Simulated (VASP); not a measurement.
Wanted: the native input for a VASP 6.6.1 run.

| Item | Value |
| --- | --- |
| Task | electric field gradients |
| Functional | LDA |
| Potentials or basis | VASP PAW LDA potentials, release 64 (Cu_sv_GW, Au_sv_GW) |
| Cutoff | 610 eV |
| k mesh | 9 × 9 × 9 |
| Occupations | fermi-dirac, width 0.05 eV |
| Spin | no spin polarisation |
| Dipole correction | no |
| Further INCAR settings | ALGO = Normal; EDIFF = 1e-08; NBANDS = 46 |

The structure of CuAu3 lies in POSCAR:

```
CuAu3
1.0
    3.9532877858      0.0000000000      0.0000000000
    0.0000000000      3.9532877858      0.0000000000
    0.0000000000      0.0000000000      3.9532877858
Cu Au
1 3
Direct
    0.0000000000      0.0000000000      0.0000000000
    0.0000000000      0.5000000000      0.5000000000
    0.5000000000      0.0000000000      0.5000000000
    0.5000000000      0.5000000000      0.0000000000
```

The input as run:

INCAR

```
SYSTEM = CuAu3
PREC = Accurate
ENCUT = 610
EDIFF = 1E-8
ISMEAR = -1
SIGMA = 0.05
LREAL = .FALSE.
LASPH = .TRUE.
NELM = 120
ALGO = Normal
ISIF = 2
LWAVE = .FALSE.
LCHARG = .FALSE.
GGA = CA
LEFG = .TRUE.
NBANDS = 46
GGA_COMPAT = .FALSE.
```

KPOINTS

```
Automatic mesh
0
G
  9 9 9
  0 0 0
```

Potentials or basis: VASP PAW LDA potentials, release 64 (Cu_sv_GW, Au_sv_GW).

Run with:

```bash
$ cat potpaw_LDA.64/Cu_sv_GW/POTCAR potpaw_LDA.64/Au_sv_GW/POTCAR > POTCAR
$ mpirun -np 1 vasp_std > vasp.out
```

Results of the run:

```json
{
 "Pressure": "-2.2 GPa",
 "Band gap on the k mesh": "zero (bands 38 and 39 overlap by 1.61 eV)",
 "Largest electric field gradient by atom": "Cu +0.0; Au -60.5 V/Å²"
}
```

Caveat: without QUAD_EFG the Cq values of the log hold for a quadrupole moment of 1 mb, not for the nuclei; spin-orbit coupling is left out, which moves the levels of the heavy elements.

It took 2.3 min on 1 thread of AMD EPYC 7R13 Processor (Zen 3), on a shared host, peak memory 0.22 GiB.
